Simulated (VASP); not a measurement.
# Al3Cu (Pm-3m) in VASP: notebook

Al3Cu is run at these levels: PBEsol+D4; tasks: single point.

Program: VASP 6.6.1. These are calculated values, not measurements. Logs are shortened: lines on timing, memory, paths and dates and some standing lists are left out, and cuts for length are marked.

## (1) The cell of the first run

The structure is cubic, space group Pm-3m (No. 221). Conventional cell: a = 3.924 Å, b = 3.924 Å, c = 3.924 Å, α = 90.00°, β = 90.00°, γ = 90.00°. Al (site symmetry 4/mmm) has 8 Al at 2.77 Å and 4 Cu at 2.77 Å within 3.7 Å. Cu (site symmetry m-3m) has 12 Al at 2.77 Å within 3.7 Å.

## (2) Single point, PBEsol+D4

INCAR reads:

```
SYSTEM = Al3Cu
PREC = Accurate
ENCUT = 520
EDIFF = 1E-6
ISMEAR = 1
SIGMA = 0.15
LREAL = .False.
LASPH = .True.
NELM = 60
ALGO = Normal
ISIF = 2
LWAVE = .False.
LCHARG = .True.
GGA = PS
IVDW = 13
LELF = .True.
LVHAR = .True.
NBANDS = 18
```

KPOINTS reads:

```
Automatic mesh
0
Gamma
  5 5 5
  0 0 0
```

POSCAR reads:

```
Al3Cu
1.0
    3.9241510000      0.0000000000      0.0000000000
    0.0000000000      3.9241510000      0.0000000000
    0.0000000000      0.0000000000      3.9241510000
Al Cu
3 1
Direct
    0.0000000000      0.5000000000      0.5000000000
    0.5000000000      0.0000000000      0.5000000000
    0.5000000000      0.5000000000      0.0000000000
    0.0000000000      0.0000000000      0.0000000000
```

Potentials or basis: VASP PAW PBE potentials, release 64 (Al, Cu).

The run is started by

```sh
$ cat potpaw_PBE.64/Al/POTCAR potpaw_PBE.64/Cu/POTCAR > POTCAR
$ mpirun -np 1 vasp_std > vasp.out
```

OUTCAR:

```text
SYSTEM = Al3Cu
   PREC = Accurate
   ENCUT = 520
   EDIFF = 1E-6
   ISMEAR = 1
   LREAL = .False.
   LASPH = .True.
   NELM = 60
   ISIF = 2
   GGA = PS
   IVDW = 13

 ion  position               nearest neighbor table
   1  0.000  0.500  0.500-   2 2.77   3 2.77   4 2.77   3 2.77   4 2.77   2 2.77   4 2.77   4 2.77
                             2 2.77   3 2.77   3 2.77   2 2.77
   2  0.500  0.000  0.500-   1 2.77   3 2.77   4 2.77   3 2.77   4 2.77   1 2.77   3 2.77   3 2.77
                             1 2.77   4 2.77   4 2.77   1 2.77
   3  0.500  0.500  0.000-   1 2.77   2 2.77   4 2.77   1 2.77   2 2.77   2 2.77   4 2.77   2 2.77
                             1 2.77   4 2.77   1 2.77   4 2.77
   4  0.000  0.000  0.000-   1 2.77   2 2.77   3 2.77   1 2.77   2 2.77   1 2.77   3 2.77   1 2.77
                             2 2.77   3 2.77   2 2.77   3 2.77

  LATTYP: Found a simple cubic cell.
 ALAT       =     3.9241510000

  Lattice vectors:

 A1 = (   3.9241510000,   0.0000000000,   0.0000000000)
 A2 = (   0.0000000000,   3.9241510000,   0.0000000000)
 A3 = (   0.0000000000,   0.0000000000,   3.9241510000)

Analysis of symmetry for initial positions (statically):
=====================================================================
 Subroutine PRICEL returns:
 Original cell was already a primitive cell.

 Routine SETGRP: Setting up the symmetry group for a
 simple cubic supercell.

 Subroutine GETGRP returns: Found 48 space group operations
[... 9 lines left out ...]

 Routine SETGRP: Setting up the symmetry group for a
 simple cubic supercell.

 Subroutine GETGRP returns: Found 48 space group operations
[... 11 lines left out ...]
                                     Primitive cell

  volume of cell :      60.4278

  direct lattice vectors                    reciprocal lattice vectors
     3.924151000  0.000000000  0.000000000     0.254832192  0.000000000  0.000000000
     0.000000000  3.924151000  0.000000000     0.000000000  0.254832192  0.000000000
     0.000000000  0.000000000  3.924151000     0.000000000  0.000000000  0.254832192

  length of vectors
     3.924151000  3.924151000  3.924151000     0.254832192  0.254832192  0.254832192

  position of ions in fractional coordinates (direct lattice)
     0.000000000  0.500000000  0.500000000
     0.500000000  0.000000000  0.500000000
     0.500000000  0.500000000  0.000000000
     0.000000000  0.000000000  0.000000000

  ion indices of the primitive-cell ions
   primitive index   ion index
                 1           1
                 2           2
                 3           3
                 4           4

----------------------------------------------------------------------------------------

 KPOINTS: Automatic mesh

Automatic generation of k-mesh.
 Grid dimensions read from file:
 generate k-points for:    5    5    5

 Generating k-lattice:

  Cartesian coordinates                     Fractional coordinates (reciprocal lattice)
     0.050966438  0.000000000  0.000000000     0.200000000  0.000000000  0.000000000
     0.000000000  0.050966438  0.000000000     0.000000000  0.200000000  0.000000000
     0.000000000  0.000000000  0.050966438     0.000000000  0.000000000  0.200000000

  Length of vectors
     0.050966438  0.050966438  0.050966438

  Shift w.r.t. Gamma in fractional coordinates (k-lattice)
     0.000000000  0.000000000  0.000000000

 Subroutine IBZKPT returns following result:
 ===========================================

 Found     10 irreducible k-points:

 Following reciprocal coordinates:
            Coordinates               Weight
  0.000000  0.000000  0.000000      1.000000
  0.200000  0.000000  0.000000      6.000000
  0.400000  0.000000  0.000000      6.000000
  0.200000  0.200000  0.000000     12.000000
  0.400000  0.200000  0.000000     24.000000
  0.400000  0.400000  0.000000     12.000000
  0.200000  0.200000  0.200000      8.000000
  0.400000  0.200000  0.200000     24.000000
  0.400000  0.400000  0.200000     24.000000
  0.400000  0.400000  0.400000      8.000000
   k-points           NKPTS =     10   k-points in BZ     NKDIM =     10   number of bands    NBANDS=     18
   number of dos      NEDOS =    301   number of ions     NIONS =      4
   total plane-waves  NPLWV =  27000
   dimension x,y,z NGX =    30 NGY =   30 NGZ =   30
   dimension x,y,z NGXF=    60 NGYF=   60 NGZF=   60
   ions per type =               3   1
   NGX,Y,Z   is equivalent  to a cutoff of  12.71, 12.71, 12.71 a.u.
   NGXF,Y,Z  is equivalent  to a cutoff of  25.42, 25.42, 25.42 a.u.
 SYSTEM =  Al3Cu
   PREC   = accura    normal or accurate (medium, high low for compatibility)
   ISTART =      0    job   : 0-new  1-cont  2-samecut
   ICHARG =      2    charge: 1-file 2-atom 10-const
   ISPIN  =      1    spin polarized calculation?
   LNONCOLLINEAR =      F non collinear calculations
   LSORBIT =      F    spin-orbit coupling
   LASPH  =      T    aspherical Exc in radial PAW
   ENCUT  =  520.0 eV  38.22 Ry    6.18 a.u.   7.30  7.30  7.30*2*pi/ulx,y,z
   NELM   =     60;   NELMIN=  2; NELMDL= -5     # of ELM steps
   EDIFF  = 0.1E-05   stopping-criterion for ELM
   LREAL  =      F    real-space projection
   EDIFFG = 0.1E-04   stopping-criterion for IOM
   NSW    =      0    number of steps for IOM
   IBRION =     -1    ionic relax: 0-MD 1-quasi-New 2-CG
   NFREE  =      0    steps in history (QN), initial steepest desc. (CG)
   ISIF   =      2    stress and relaxation
   ISYM   =      2    0-nonsym 1-usesym 2-fastsym
   POTIM  = 0.5000    time-step for ionic-motion
   TEBEG  =    0.0;   TEEND  =   0.0 temperature during run
   PSTRESS=    0.0 pullay stress
   NELECT =      20.0000    total number of electrons
   NUPDOWN=      -1.0000    fix difference up-down
   EMIN   =  10.00;   EMAX   =-10.00  energy-range for DOS
   EFERMI =   0.00;   METHOD = LEGACY
   ISMEAR =     1;   SIGMA  =   0.15  broadening in eV -4-tet -1-fermi 0-gaus
   EFERMI_NEDOS =   21; number of points for ismear=-14 and -15
   IALGO  =     38    algorithm
   IMIX   =      4    mixing-type and parameters
     AMIX     =   0.40;   BMIX     =  1.00
     AMIX_MAG =   1.60;   BMIX_MAG =  1.00
  volume/ion in A,a.u.               =      15.11       101.95
  Fermi-wavevector in a.u.,A,eV,Ry     =   1.132415  2.139955 17.447632  1.282365
  Thomas-Fermi vector in A             =   2.269116
   LORBIT       =      0    0 simple, 1 ext, 2 COOP (PROOUT), +10 PAW based schemes
   GGA     = PS    functional components
   LHFCALC =     F    Hartree Fock is set to
   AEXX    =    0.0000 exact exchange contribution
   IVDW    =    13    specifies the selected vdW correction
   LEPSILON=     F    determine dielectric tensor
   LRPA    =     F    only Hartree local field effects (RPA)
 non-spin polarized calculation
 Methfessel and Paxton  Order N= 1 SIGMA  =   0.15
  energy-cutoff  :      520.00
  volume of cell :       60.43
 maximum number of plane-waves:      1647
 NGX is ok and might be reduce to    30
   NGX = 15   NGY = 15   NGZ = 15

 number of electron      20.0000021 magnetization

 Free energy of the ion-electron system (eV)
  ---------------------------------------------------
  ext. energy  EPLUGINS =         0.00000000
  ---------------------------------------------------
  free energy    TOTEN  =       -16.65235924 eV

  energy without entropy =      -16.64987063  energy(sigma->0) =      -16.65152971

 E-fermi :   8.0451     XC(G=0): -10.8308

 val. band max:        7.9932876584   @ k =   0.4000   0.4000   0.4000
 cond. band min:       8.1527519853   @ k =   0.2000   0.0000   0.0000
 fundamental gap:      0.1594643269
 Fermi energy:         8.0451121819

 k-point     1 :       0.0000    0.0000    0.0000
  band No.  band energies     occupation
      1      -2.9613      2.00000
      2       3.8812      2.00000
      3       3.8812      2.00000
      4       4.5915      2.00000
      5       4.5915      2.00000
      6       4.5915      2.00000
[... 10 lines left out ...]
     17      15.1095      0.00000
     18      15.1095      0.00000

 k-point     2 :       0.2000    0.0000    0.0000
  band No.  band energies     occupation
      1      -2.5765      2.00000
      2       2.8175      2.00000
      3       3.9597      2.00000
      4       4.4115      2.00000
      5       4.4115      2.00000
      6       4.6027      2.00000
[... 10 lines left out ...]
     17      15.3400      0.00000
     18      15.3901      0.00000

 k-point     3 :       0.4000    0.0000    0.0000
  band No.  band energies     occupation
      1      -1.4486      2.00000
      2       0.4844      2.00000
      3       4.0904      2.00000
      4       4.2286      2.00000
      5       4.2286      2.00000
      6       4.6207      2.00000
[... 10 lines left out ...]
     17      15.8676      0.00000
     18      16.4959      0.00000

 k-point     4 :       0.2000    0.2000    0.0000
  band No.  band energies     occupation
      1      -2.1946      2.00000
      2       3.0510      2.00000
      3       3.1141      2.00000
      4       4.2343      2.00000
      5       4.3964      2.00000
      6       4.5159      2.00000
[... 10 lines left out ...]
     17      13.9500      0.00000
     18      15.9572      0.00000

 k-point     5 :       0.4000    0.2000    0.0000
  band No.  band energies     occupation
      1      -1.0780      2.00000
      2       0.8435      2.00000
      3       3.6490      2.00000
      4       4.1221      2.00000
      5       4.2797      2.00000
      6       4.5194      2.00000
[... 10 lines left out ...]
     17      14.7074      0.00000
     18      15.5575      0.00000

 k-point     6 :       0.4000    0.4000    0.0000
  band No.  band energies     occupation
      1      -0.0087      2.00000
      2       1.7802      2.00000
      3       1.9472      2.00000
      4       3.4603      2.00000
      5       4.3554      2.00000
      6       4.3874      2.00000
[... 10 lines left out ...]
     17      14.5053      0.00000
     18      16.4567      0.00000

 k-point     7 :       0.2000    0.2000    0.2000
  band No.  band energies     occupation
      1      -1.8158      2.00000
      2       3.2501      2.00000
      3       3.2501      2.00000
      4       3.5285      2.00000
      5       4.3713      2.00000
      6       4.3713      2.00000
[... 10 lines left out ...]
     17      15.4675      0.00000
     18      16.5600      0.00000

 k-point     8 :       0.4000    0.2000    0.2000
  band No.  band energies     occupation
      1      -0.7109      2.00000
      2       1.1965      2.00000
      3       3.6571      2.00000
      4       4.0306      2.00000
      5       4.1508      2.00000
      6       4.3713      2.00000
[... 10 lines left out ...]
     17      15.0804      0.00000
     18      16.2705      0.00000

 k-point     9 :       0.4000    0.4000    0.2000
  band No.  band energies     occupation
      1       0.3458      2.00000
      2       2.1359      2.00000
      3       2.2218      2.00000
      4       3.6438      2.00000
      5       4.2136      2.00000
      6       4.3388      2.00000
[... 10 lines left out ...]
     17      16.8004      0.00000
     18      17.2936      0.00000

 k-point    10 :       0.4000    0.4000    0.4000
  band No.  band energies     occupation
      1       1.3537      2.00000
      2       2.8494      2.00000
      3       2.8494      2.00000
      4       3.3609      2.00000
      5       4.2022      2.00000
      6       4.2022      2.00000
[... 10 lines left out ...]
     17      18.5266      0.00000
     18      19.5543      0.00000

------------------------ aborting loop because EDIFF is reached ----------------------------------------

  DFT-D4 for vdW energy calculation

  Edisp (eV):   -0.90419

  FORCE on cell =-STRESS in cart. coord.  units (eV):
  Direction    XX          YY          ZZ          XY          YZ          ZX
  --------------------------------------------------------------------------------------
  -------------------------------------------------------------------------------------
  Total      -1.84387    -1.84387    -1.84387     0.00000     0.00000    -0.00000
  in kB     -48.88809   -48.88809   -48.88809     0.00000     0.00000    -0.00000
  external pressure =      -48.89 kB  Pullay stress =        0.00 kB

 VOLUME and BASIS-vectors are now :
 -----------------------------------------------------------------------------
  energy-cutoff  :      520.00
  volume of cell :       60.43
      direct lattice vectors                 reciprocal lattice vectors
     3.924151000  0.000000000  0.000000000     0.254832192  0.000000000  0.000000000
     0.000000000  3.924151000  0.000000000     0.000000000  0.254832192  0.000000000
     0.000000000  0.000000000  3.924151000     0.000000000  0.000000000  0.254832192

 POSITION                                       TOTAL-FORCE (eV/Angst)
 -----------------------------------------------------------------------------------
      0.00000      1.96208      1.96208         0.000000      0.000000      0.000000
      1.96208      0.00000      1.96208         0.000000      0.000000      0.000000
      1.96208      1.96208      0.00000         0.000000      0.000000      0.000000
      0.00000      0.00000      0.00000         0.000000      0.000000      0.000000
 -----------------------------------------------------------------------------------
    total drift:                                0.000000     -0.000000      0.000000

  FREE ENERGIE OF THE ION-ELECTRON SYSTEM (eV)
  ---------------------------------------------------
  free  energy   TOTEN  =       -17.5565483256 eV

  energy  without entropy=      -17.5540597106  energy(sigma->0) =      -17.55571879
```

Run time: 7 s. Hardware: 1 thread of Intel Xeon 6975P-C (Granite Rapids), shared host; peak memory 0.16 GiB.

What came out:

- Free energy: -17.5565 eV
- Pressure: -4.9 GPa
- Band gap on the k mesh: zero (band 10 reaches 9.66 eV, above the bottom of band 11 at 6.63 eV)
- Dispersion energy per atom: -0.226 eV

Caveat: the PAW data sets were made with another functional, which shifts forces and pressure a little; pairwise dispersion overbinds metals, which lowers pressure and volume.

## (3) Single point, PBEsol+D4

Changes to INCAR since step 2:

```diff
@@ -3,3 +3,3 @@
 ENCUT = 520
-EDIFF = 1E-6
+EDIFF = 1E-7
 ISMEAR = 1
@@ -8,3 +8,3 @@
 LASPH = .True.
-NELM = 60
+NELM = 80
 ALGO = Normal
```

KPOINTS reads:

```
Automatic mesh
0
Gamma
  6 6 6
  0 0 0
```

POSCAR is that of step 2.

Potentials or basis: VASP PAW PBE potentials, release 64 (Al, Cu).

The run is started by

```sh
$ cat potpaw_PBE.64/Al/POTCAR potpaw_PBE.64/Cu/POTCAR > POTCAR
$ mpirun -np 1 vasp_std > vasp.out
```

Run time: 12 s. Hardware: 1 thread of Intel Xeon 6975P-C (Granite Rapids), shared host; peak memory 0.17 GiB.

Results (log left out):

| Item | Value |
| --- | --- |
| Free energy | -17.5725 eV |
| Pressure | -4.6 GPa |
| Band gap on the k mesh | zero (band 10 reaches 10.37 eV, above the bottom of band 11 at 6.24 eV) |
| Dispersion energy per atom | -0.226 eV |

Levels at points of the mesh, in eV from the Fermi level:
| k point | band 6 | band 7 | band 8 | band 9 | band 10 | band 11 | band 12 | band 13 | band 14 | band 15 |
| --- | --- | --- | --- | --- | --- | --- | --- | --- | --- | --- |
| (0.00, 0.00, 0.00) | -3.59 | -2.43 | -2.43 | -2.43 | -0.60 | 0.39 | 0.39 | 6.30 | 6.30 | 6.30 |
| (0.50, 0.00, 0.00) | -3.56 | -3.39 | 0.21 | 0.21 | 0.27 | 0.27 | 0.70 | 1.79 | 2.26 | 3.15 |
| (0.50, 0.50, 0.00) | -3.82 | -3.40 | -3.32 | -3.08 | 1.29 | 2.88 | 2.88 | 3.27 | 3.65 | 3.65 |
| (0.50, 0.50, 0.50) | -3.99 | -3.99 | -3.39 | -3.39 | -2.48 | -1.96 | -1.96 | -1.96 | 12.07 | 12.07 |

Caveat: the PAW data sets were made with another functional, which shifts forces and pressure a little; pairwise dispersion overbinds metals, which lowers pressure and volume.

## (4) Single point, PBEsol+D4

Changes to INCAR since step 3:

```diff
@@ -3,3 +3,3 @@
 ENCUT = 520
-EDIFF = 1E-7
+EDIFF = 1E-6
 ISMEAR = 1
@@ -8,3 +8,3 @@
 LASPH = .True.
-NELM = 80
+NELM = 60
 ALGO = Normal
```

KPOINTS reads:

```
Automatic mesh
0
Gamma
  7 7 7
  0 0 0
```

POSCAR is that of step 3.

The run is started by

```sh
$ cat potpaw_PBE.64/Al/POTCAR potpaw_PBE.64/Cu/POTCAR > POTCAR
$ mpirun -np 1 vasp_std > vasp.out
```

Wall time 11 s (1 thread of Intel Xeon 6975P-C (Granite Rapids), shared host); peak memory 0.17 GiB.

It converged, with:

| Item | Value |
| --- | --- |
| Free energy | -17.6178 eV |
| Pressure | -4.7 GPa |
| Band gap on the k mesh | zero (band 10 reaches 10.06 eV, above the bottom of band 11 at 6.43 eV) |
| Dispersion energy per atom | -0.226 eV |

Levels at points of the mesh, in eV from the Fermi level:
```csv
k point,band 7,band 8,band 9,band 10,band 11,band 12,band 13,band 14
"(0.00, 0.00, 0.00)",-2.29,-2.29,-2.29,-0.47,0.52,0.52,6.44,6.44
```

Caveat: the PAW data sets were made with another functional, which shifts forces and pressure a little; pairwise dispersion overbinds metals, which lowers pressure and volume.

## (5) Overview

```csv
k mesh,gap on the mesh (eV),pressure (GPa)
5 × 5 × 5,none,-4.9
6 × 6 × 6,none,-4.6
7 × 7 × 7,none,-4.7
```

Alike in all rows: task single point; level PBEsol+D4; potentials or basis VASP PAW PBE potentials, release 64 (Al, Cu); no spin polarisation; cell as given; cutoff (eV) 520; smearing methfessel-paxton 0.15 eV.

Every run on the cell as given and a fine mesh finds a metal.

Caveats: the PAW data sets were made with another functional, which shifts forces and pressure a little; pairwise dispersion overbinds metals, which lowers pressure and volume.

Absolute energies hang on the potentials; compare differences alone.
